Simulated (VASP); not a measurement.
# ZrC (Fm-3m) in VASP: further runs

ZrC is run at these levels: LDA, PBE; tasks: single point, relaxation of cell and atoms.

Program: VASP 6.6.1. These are calculated values, not measurements. Logs are shortened: lines on timing, memory, paths and dates and some standing lists are left out, and cuts for length are marked.

### Step 1. The cell of the first run

It takes space group Fm-3m (No. 225, cubic). Conventional cell: a = 4.709 Å, b = 4.709 Å, c = 4.709 Å, α = 90.00°, β = 90.00°, γ = 90.00°. Within 3.1 Å of Zr (site symmetry m-3m) lie 6 C at 2.35 Å. Within 3.1 Å of C (site symmetry m-3m) lie 6 Zr at 2.35 Å.

### Step 2. Single point, LDA

Contents of INCAR:

```
SYSTEM = ZrC
PREC = Accurate ; ENCUT = 520
EDIFF = 1E-7 ; ISMEAR = 0
SIGMA = 0.1 ; LREAL = .False.
LASPH = .True. ; NELM = 60
ALGO = Normal ; ISIF = 2
LWAVE = .False. ; LCHARG = .False.
NBANDS = 15
```

Contents of KPOINTS:

```
Automatic mesh
0
Gamma
  16 16 16
  0 0 0
```

Contents of POSCAR:

```
ZrC
1.0
    0.0000000000      2.3543341082      2.3543341082
    2.3543341082      0.0000000000      2.3543341082
    2.3543341082      2.3543341082      0.0000000000
Zr C
1 1
Direct
    0.0000000000      0.0000000000      0.0000000000
    0.5000000000      0.5000000000      0.5000000000
```

Potentials or basis: VASP PAW LDA potentials, release 64 (Zr_sv, C).

On the command line:

```console
$ cat potpaw_LDA.64/Zr_sv/POTCAR potpaw_LDA.64/C/POTCAR > POTCAR
$ mpirun -np 1 vasp_std > vasp.out
```

OUTCAR:

```text
SYSTEM = ZrC
   PREC = Accurate
   ENCUT = 520
   EDIFF = 1E-7
   ISMEAR = 0
   LREAL = .False.
   LASPH = .True.
   NELM = 60
   ISIF = 2

 ion  position               nearest neighbor table
   1  0.000  0.000  0.000-   2 2.35   2 2.35   2 2.35   2 2.35   2 2.35   2 2.35
   2  0.500  0.500  0.500-   1 2.35   1 2.35   1 2.35   1 2.35   1 2.35   1 2.35

  LATTYP: Found a face centered cubic cell.
 ALAT       =     4.7086682164

  Lattice vectors:

 A1 = (   0.0000000000,   2.3543341082,   2.3543341082)
 A2 = (   2.3543341082,   0.0000000000,   2.3543341082)
 A3 = (   2.3543341082,   2.3543341082,   0.0000000000)

Analysis of symmetry for initial positions (statically):
=====================================================================
 Subroutine PRICEL returns:
 Original cell was already a primitive cell.

 Routine SETGRP: Setting up the symmetry group for a
 face centered cubic supercell.

 Subroutine GETGRP returns: Found 48 space group operations
 (whereof 48 operations were pure point group operations)
 out of a pool of 48 trial point group operations.

The static configuration has the point symmetry O_h .

Analysis of symmetry for dynamics (positions and initial velocities):
=====================================================================
 Subroutine PRICEL returns:
 Original cell was already a primitive cell.

 Routine SETGRP: Setting up the symmetry group for a
 face centered cubic supercell.

 Subroutine GETGRP returns: Found 48 space group operations
 (whereof 48 operations were pure point group operations)
 out of a pool of 48 trial point group operations.

The dynamic configuration has the point symmetry O_h .

 Subroutine INISYM returns: Found 48 space group operations
 (whereof 48 operations are pure point group operations),
 and found     1 'primitive' translations

----------------------------------------------------------------------------------------

                                     Primitive cell

  volume of cell :      26.0996

  direct lattice vectors                    reciprocal lattice vectors
     0.000000000  2.354334108  2.354334108    -0.212374275  0.212374275  0.212374275
     2.354334108  0.000000000  2.354334108     0.212374275 -0.212374275  0.212374275
     2.354334108  2.354334108  0.000000000     0.212374275  0.212374275 -0.212374275

  length of vectors
     3.329531226  3.329531226  3.329531226     0.367843035  0.367843035  0.367843035

  position of ions in fractional coordinates (direct lattice)
     0.000000000  0.000000000  0.000000000
     0.500000000  0.500000000  0.500000000

  ion indices of the primitive-cell ions
   primitive index   ion index
                 1           1
                 2           2

----------------------------------------------------------------------------------------

 KPOINTS: Automatic mesh

Automatic generation of k-mesh.
 Grid dimensions read from file:
 generate k-points for:   16   16   16

 Generating k-lattice:

  Cartesian coordinates                     Fractional coordinates (reciprocal lattice)
    -0.013273392  0.013273392  0.013273392     0.062500000  0.000000000  0.000000000
     0.013273392 -0.013273392  0.013273392     0.000000000  0.062500000  0.000000000
     0.013273392  0.013273392 -0.013273392     0.000000000  0.000000000  0.062500000

  Length of vectors
     0.022990190  0.022990190  0.022990190

  Shift w.r.t. Gamma in fractional coordinates (k-lattice)
     0.000000000  0.000000000  0.000000000

 Subroutine IBZKPT returns following result:
 ===========================================

 Found    145 irreducible k-points:

 Following reciprocal coordinates:
            Coordinates               Weight
  0.000000  0.000000  0.000000      1.000000
  0.062500  0.000000  0.000000      8.000000
  0.125000  0.000000  0.000000      8.000000
  0.187500  0.000000  0.000000      8.000000
  0.250000  0.000000  0.000000      8.000000
  0.312500  0.000000  0.000000      8.000000
[... 16 lines left out ...]
 -0.125000  0.062500  0.000000     24.000000
 -0.062500  0.062500  0.000000     12.000000
 [... further k-points ...]
   k-points           NKPTS =    145   k-points in BZ     NKDIM =    145   number of bands    NBANDS=     15
   number of dos      NEDOS =    301   number of ions     NIONS =      2
   total plane-waves  NPLWV =  21952
   dimension x,y,z NGX =    28 NGY =   28 NGZ =   28
   dimension x,y,z NGXF=    56 NGYF=   56 NGZF=   56
   ions per type =               1   1
   NGX,Y,Z   is equivalent  to a cutoff of  13.98, 13.98, 13.98 a.u.
   NGXF,Y,Z  is equivalent  to a cutoff of  27.96, 27.96, 27.96 a.u.
 SYSTEM =  ZrC
   PREC   = accura    normal or accurate (medium, high low for compatibility)
   ISTART =      0    job   : 0-new  1-cont  2-samecut
   ICHARG =      2    charge: 1-file 2-atom 10-const
   ISPIN  =      1    spin polarized calculation?
   LNONCOLLINEAR =      F non collinear calculations
   LSORBIT =      F    spin-orbit coupling
   LASPH  =      T    aspherical Exc in radial PAW
   ENCUT  =  520.0 eV  38.22 Ry    6.18 a.u.   6.19  6.19  6.19*2*pi/ulx,y,z
   NELM   =     60;   NELMIN=  2; NELMDL= -5     # of ELM steps
   EDIFF  = 0.1E-06   stopping-criterion for ELM
   LREAL  =      F    real-space projection
   EDIFFG = 0.1E-05   stopping-criterion for IOM
   NSW    =      0    number of steps for IOM
   IBRION =     -1    ionic relax: 0-MD 1-quasi-New 2-CG
   NFREE  =      0    steps in history (QN), initial steepest desc. (CG)
   ISIF   =      2    stress and relaxation
   ISYM   =      2    0-nonsym 1-usesym 2-fastsym
   POTIM  = 0.5000    time-step for ionic-motion
   TEBEG  =    0.0;   TEEND  =   0.0 temperature during run
   PSTRESS=    0.0 pullay stress
   NELECT =      16.0000    total number of electrons
   NUPDOWN=      -1.0000    fix difference up-down
   EMIN   =  10.00;   EMAX   =-10.00  energy-range for DOS
   EFERMI =   0.00;   METHOD = LEGACY
   ISMEAR =     0;   SIGMA  =   0.10  broadening in eV -4-tet -1-fermi 0-gaus
   EFERMI_NEDOS =   21; number of points for ismear=-14 and -15
   IALGO  =     38    algorithm
   IMIX   =      4    mixing-type and parameters
     AMIX     =   0.40;   BMIX     =  1.00
     AMIX_MAG =   1.60;   BMIX_MAG =  1.00
  volume/ion in A,a.u.               =      13.05        88.06
  Fermi-wavevector in a.u.,A,eV,Ry     =   1.390710  2.628062 26.314697  1.934076
  Thomas-Fermi vector in A             =   2.514619
   LORBIT       =      0    0 simple, 1 ext, 2 COOP (PROOUT), +10 PAW based schemes
   GGA     = CA    functional components
   LHFCALC =     F    Hartree Fock is set to
   AEXX    =    0.0000 exact exchange contribution
   IVDW    =     0    specifies the selected vdW correction
   LEPSILON=     F    determine dielectric tensor
   LRPA    =     F    only Hartree local field effects (RPA)
 non-spin polarized calculation
 Gauss-broadening in eV      SIGMA  =   0.10
  energy-cutoff  :      520.00
  volume of cell :       26.10
 maximum number of plane-waves:       725
 NGX is ok and might be reduce to    28
   NGX = 13   NGY = 13   NGZ = 13

 number of electron      16.0000000 magnetization

 Free energy of the ion-electron system (eV)
  ---------------------------------------------------
  ext. energy  EPLUGINS =         0.00000000
  ---------------------------------------------------
  free energy    TOTEN  =       -21.24840833 eV

  energy without entropy =      -21.24655712  energy(sigma->0) =      -21.24748272

 E-fermi :   9.3681     XC(G=0): -12.3330

 val. band max:        9.3478784973   @ k =   0.3125   0.2500   0.0000
 cond. band min:       9.3925052038   @ k =   0.4375   0.4375   0.0000
 fundamental gap:      0.0446267066
 Fermi energy:         9.3680792662

 k-point     1 :       0.0000    0.0000    0.0000
  band No.  band energies     occupation
      1     -38.4376      2.00000
      2     -16.3009      2.00000
      3     -16.3009      2.00000
      4     -16.3009      2.00000
      5      -1.7491      2.00000
      6      10.3255      0.00000
      7      10.3255      0.00000
      8      10.3255      0.00000
      9      10.4184      0.00000
     10      10.4184      0.00000
     11      10.4184      0.00000
     12      12.1657      0.00000
     13      12.1657      0.00000
     14      16.7164      0.00000
     15      19.8356      0.00000

 k-point     2 :       0.0625    0.0000    0.0000
  band No.  band energies     occupation
      1     -38.4337      2.00000
      2     -16.3360      2.00000
      3     -16.3040      2.00000
      4     -16.3040      2.00000
      5      -1.6594      2.00000
      6       9.5640      0.00560
      7       9.7719      0.00000
      8       9.7719      0.00000
      9      10.6407      0.00000
     10      10.6407      0.00000
     11      10.9812      0.00000
     12      12.6802      0.00000
     13      12.6802      0.00000
     14      16.9039      0.00000
     15      20.0795      0.00000

 k-point     3 :       0.1250    0.0000    0.0000
  band No.  band energies     occupation
      1     -38.4227      2.00000
      2     -16.4347      2.00000
      3     -16.3127      2.00000
      4     -16.3127      2.00000
      5      -1.3995      2.00000
      6       8.6249      2.00000
      7       8.9971      2.00000
      8       8.9971      2.00000
      9      10.9243      0.00000
     10      10.9243      0.00000
     11      11.4078      0.00000
     12      13.7114      0.00000
     13      13.7114      0.00000
     14      17.3915      0.00000
     15      20.7510      0.00000
[... 343 lines left out ...]
 k-point    23 :      -0.1250    0.0625    0.0000
  band No.  band energies     occupation
      1     -38.4147      2.00000
      2     -16.4917      2.00000
      3     -16.3444      2.00000
      4     -16.3080      2.00000
      5      -1.2110      2.00000
      6       8.1121      2.00000
      7       8.4832      2.00000
      8       8.7673      2.00000
      9      10.8141      0.00000
     10      11.4823      0.00000
     11      11.7575      0.00000
     12      13.5412      0.00000
     13      14.7831      0.00000
     14      17.7555      0.00000
     15      21.2189      0.00000

 k-point    24 :      -0.0625    0.0625    0.0000
  band No.  band energies     occupation
      1     -38.4275      2.00000
      2     -16.3843      2.00000
      3     -16.3231      2.00000
      4     -16.3026      2.00000
      5      -1.5145      2.00000
      6       8.9949      2.00000
      7       9.2095      1.97504
      8       9.3310      1.40017
      9      10.5608      0.00000
     10      11.1938      0.00000
     11      11.2941      0.00000
     12      12.7922      0.00000
     13      13.6433      0.00000
     14      17.2055      0.00000
     15      20.4656      0.00000

 [... further k-points ...]

------------------------ aborting loop because EDIFF is reached ----------------------------------------

  FORCE on cell =-STRESS in cart. coord.  units (eV):
  Direction    XX          YY          ZZ          XY          YZ          ZX
  --------------------------------------------------------------------------------------
  -------------------------------------------------------------------------------------
  Total       -1.4986308     -1.4986308     -1.4986308      0.0000000     -0.0000000     -0.0000000
  in kB      -91.9964269    -91.9964269    -91.9964269      0.0000000     -0.0000000     -0.0000000
  external PRESSURE =     -91.9964269 kB  Pullay stress =       0.0000000 kB

 VOLUME and BASIS-vectors are now :
 -----------------------------------------------------------------------------
  energy-cutoff  :      520.00
  volume of cell :       26.10
      direct lattice vectors                 reciprocal lattice vectors
     0.000000000  2.354334108  2.354334108    -0.212374275  0.212374275  0.212374275
     2.354334108  0.000000000  2.354334108     0.212374275 -0.212374275  0.212374275
     2.354334108  2.354334108  0.000000000     0.212374275  0.212374275 -0.212374275

 POSITION                                       TOTAL-FORCE (eV/Angst)
 -----------------------------------------------------------------------------------
      0.00000      0.00000      0.00000        -0.000000     -0.000000      0.000000
      2.35433      2.35433      2.35433         0.000000      0.000000     -0.000000
 -----------------------------------------------------------------------------------
    total drift:                                0.000000      0.000000      0.000000

  FREE ENERGIE OF THE ION-ELECTRON SYSTEM (eV)
  ---------------------------------------------------
  free  energy   TOTEN  =       -21.2484083260 eV

  energy  without entropy=      -21.2465571166  energy(sigma->0) =      -21.24748272
```

Run time: 1.9 min. Hardware: 1 thread of Intel Xeon 8259CL, shared host; peak memory 0.18 GiB.

Results:

| Quantity | Value |
| --- | --- |
| Free energy | -21.2484 eV |
| Pressure | -9.2 GPa |
| Band gap on the k mesh | zero (band 8 reaches 10.33 eV, above the bottom of band 9 at 9.01 eV) |

### Step 3. Relaxation of cell and atoms, PBE

This run uses another cell than the first one, of 13.08 Å³/atom, 1.003 times its volume.

Contents of INCAR:

```
PREC = Accurate ; ENCUT = 600
EDIFF = 1E-7 ; ISMEAR = 0
SIGMA = 0.1 ; LREAL = F
LASPH = T ; NELM = 80
ALGO = Normal ; ISIF = 3
LWAVE = F ; LCHARG = F
GGA = PE ; IBRION = 2
NSW = 100 ; EDIFFG = -0.005
```

Contents of KPOINTS:

```
regular mesh
0
Gamma
  16 16 16
```

Contents of POSCAR:

```
ZrC
1.0
    0.0000000000      2.3564331911      2.3564331911
    2.3564331911      0.0000000000      2.3564331911
    2.3564331911      2.3564331911      0.0000000000
Zr C
1 1
Direct
    0.0000000000      0.0000000000      0.0000000000
    0.5000000000      0.5000000000      0.5000000000
```

Potentials or basis: VASP PAW PBE potentials, release 64 (Zr_sv, C).

On the command line:

```console
$ cat potpaw_PBE.64/Zr_sv/POTCAR potpaw_PBE.64/C/POTCAR > POTCAR
$ mpirun -np 1 vasp_std > vasp.out
```

Wall time 3.4 min (1 thread of Intel Xeon 8259CL, shared host); peak memory 0.21 GiB.

Results (log left out):

```yaml
Free_energy: -19.4632 eV
Relaxed_volume: 13.06 Å³/atom
Relaxed_cell: a = 3.330 Å, b = 3.330 Å, c = 3.330 Å, α = 60.00°, β = 60.00°, γ = 60.00°
Space_group_after_relaxing_to_0.05_Å: Fm-3m (No. 225)
Energy_gained_by_relaxing: 0.0 meV/atom
Ionic_steps: 3
Pressure_after_relaxing: 0.0 GPa
Band_gap_on_the_k_mesh: zero (band 8 reaches 10.48 eV, above the bottom of band 9 at 9.17 eV)
```

Final structure:
```
Zr C
1.0
     0.00000    2.35488    2.35488
     2.35488    0.00000    2.35488
     2.35488    2.35488    0.00000
Zr C
1 1
Direct
  0.00000 0.00000 0.00000
  0.50000 0.50000 0.50000
```

Levels at points of the mesh, in eV from the Fermi level:
| k point | band 5 | band 6 | band 7 | band 8 | band 9 | band 10 | band 11 | band 12 |
| --- | --- | --- | --- | --- | --- | --- | --- | --- |
| (0.00, 0.00, 0.00) | -11.28 | 0.94 | 0.94 | 0.94 | 1.10 | 1.10 | 1.10 | 2.81 |
| (0.50, 0.00, 0.00) | -8.23 | -5.26 | -2.90 | -2.90 | 4.48 | 4.48 | 5.31 | 6.51 |
| (0.50, 0.50, 0.00) | -10.11 | -2.06 | -1.73 | 0.06 | 0.06 | 4.43 | 5.63 | 5.63 |
